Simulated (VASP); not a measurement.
Here is a VASP 6.6.1 calculation.

File INCAR:

```
  ALGO = Normal
  EDIFF = 1E-8
  ENCUT = 520
  GGA = PE
  ISIF = 2
  ISMEAR = -1
  LASPH = T
  LCHARG = F
  LEFG = T
  LREAL = Auto
  LWAVE = F
  NBANDS = 95
  NELM = 100
  PREC = Accurate
  SIGMA = 0.02
```

Contents of KPOINTS:

```
k-points
0
Gamma
  4 4 3
```

File POSCAR:

```
NbAgSe2O7
1.0
    5.4065000000     -3.8960000000      0.0000000000
    5.4065000000      3.8960000000      0.0000000000
    0.0000000000      0.0000000000      7.3630000000
Nb Ag Se O
2 2 4 14
Direct
    0.0000000000      0.0000000000      0.5000000000
    0.0000000000      0.0000000000      0.0000000000
    0.5000000000      0.5000000000      0.0000000000
    0.5000000000      0.5000000000      0.5000000000
    0.5240530100      0.0533963506      0.2500000000
    0.4759469900      0.9466036494      0.7500000000
    0.0533963506      0.5240530100      0.7500000000
    0.9466036494      0.4759469900      0.2703721309
    0.3939070772      0.3152791572      0.2500000000
    0.6060929228      0.6847208428      0.7500000000
    0.3152791572      0.3939070772      0.7500000000
    0.6847208428      0.6060929228      0.2500000000
    0.6976266676      0.0398343613      0.4352599855
    0.3023733324      0.9601656387      0.9352599855
    0.0398343613      0.6976266676      0.5647400145
    0.9601656387      0.3023733324      0.0647400145
    0.3023733324      0.9601656387      0.5647400145
    0.6976266676      0.0398343613      0.0647400145
    0.9601656387      0.3023733324      0.4352599855
    0.0398343613      0.6976266676      0.9352599855
    0.9201964471      0.0798035529      0.7500000000
    0.0798035529      0.9201964471      0.2500000000
```

Potentials or basis: VASP PAW PBE potentials, release 64 (Nb_sv, Ag, Se, O).

Run with:

```sh
$ cat potpaw_PBE.64/Nb_sv/POTCAR potpaw_PBE.64/Ag/POTCAR potpaw_PBE.64/Se/POTCAR potpaw_PBE.64/O/POTCAR > POTCAR
$ mpirun -np 1 vasp_std > vasp.out
```

Question: What does it give for the pressure?

Answer: 3.0 GPa.

Question: What does it give for the band gap on the k mesh?

Answer: 1.55 eV, direct.

Question: Estimate the largest force.

Answer: 3.787 eV/Å.

Forces in eV/Å, atoms in the order of the input:
```
Nb  -0.582 -0.557  0.258
Nb   0.601  0.598  0.246
Ag   0.051 -0.074  0.034
Ag  -0.043  0.076  0.015
Se  -0.255 -0.104 -0.225
Se   0.251  0.104  0.207
Se  -0.245  0.095  0.612
Se   1.042  0.690 -3.575
O    0.112  0.211  0.052
O   -0.114 -0.216 -0.044
O    0.112 -0.211 -0.062
O   -0.082  0.099  0.423
O    0.258 -0.123  0.187
O    0.008 -0.096 -0.022
O    0.172  0.147 -0.250
O    0.128 -0.049  0.634
O   -0.178  0.196 -0.209
O   -0.078  0.016 -0.009
O   -1.138 -0.745  1.807
O   -0.023 -0.062 -0.092
O   -0.004 -0.017 -0.321
O    0.006  0.020  0.333
```

Caveat: the cell differs from its parent crystal (atom 8 (Se) moved by 0.15 Å); without QUAD_EFG the Cq values of the log hold for a quadrupole moment of 1 mb, not for the nuclei; forces of over 1 eV/Å act on the atoms, so gaps and moduli don't describe the material at rest. A k mesh can miss the band edges.
